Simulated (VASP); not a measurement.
Input of a VASP 6.6.1 run:

File INCAR:

```
SYSTEM = Au
  PREC = Accurate
  ENCUT = 520
  EDIFF = 1E-6
  ISMEAR = -1
  SIGMA = 0.1
  LREAL = Auto
  LASPH = .TRUE.
  NELM = 60
  ALGO = Normal
  ISIF = 2
  LWAVE = .FALSE.
  LCHARG = .TRUE.
  LELF = .TRUE.
  LVHAR = .TRUE.
  NBANDS = 102
```

Contents of KPOINTS:

```
Automatic mesh
0
G
  2 3 1
  0 0 0
```

Contents of POSCAR:

```
Au
1.0
    8.1600000000      0.0000000000      0.0000000000
    0.0000000000      5.7699910000      0.0000000000
    0.0000000000      0.0000000000     15.3274940000
Au
16
Direct
    0.2500000000      0.2500003899      0.0652422373
    0.7500000000      0.2500003899      0.0652422373
    0.2500000000      0.7500011698      0.0652422373
    0.7500000000      0.7500011698      0.0652422373
   -0.0087622549      0.0044020866      0.1562812551
    0.5051960784     -0.0189601682      0.1288468943
   -0.0098651961      0.5170372016      0.1426586760
    0.4951715686      0.4831723308      0.1389268200
    0.2654044118      0.2316294774      0.2556908520
    0.7412867647      0.2172620373      0.2591682633
    0.2531004902      0.7455470901      0.2562910806
    0.7452205882      0.6912142497      0.2545425886
   -0.0054779412     -0.0254593118      0.3301974869
    0.5137009804     -0.0303986609      0.3194129451
    0.0142401961      0.4944201819      0.3319068336
    0.4899877451      0.5069158687      0.3273724981
```

Potentials or basis: VASP PAW LDA potentials, release 64 (Au).

The run is started by

```bash
$ cat potpaw_LDA.64/Au/POTCAR > POTCAR
$ mpirun -np 1 vasp_std > vasp.out
```

(1) What does it give for the band gap on the k mesh?

(2) Predict the largest force.

## Answers

(1) zero (bands 88 and 89 overlap by 0.18 eV).

(2) 1.350 eV/Å.

Caveat: the k points lie up to 0.38 Å⁻¹ apart; there is no dipole correction, which matters where the two faces differ; spin-orbit coupling is left out, which moves the levels of the heavy elements.
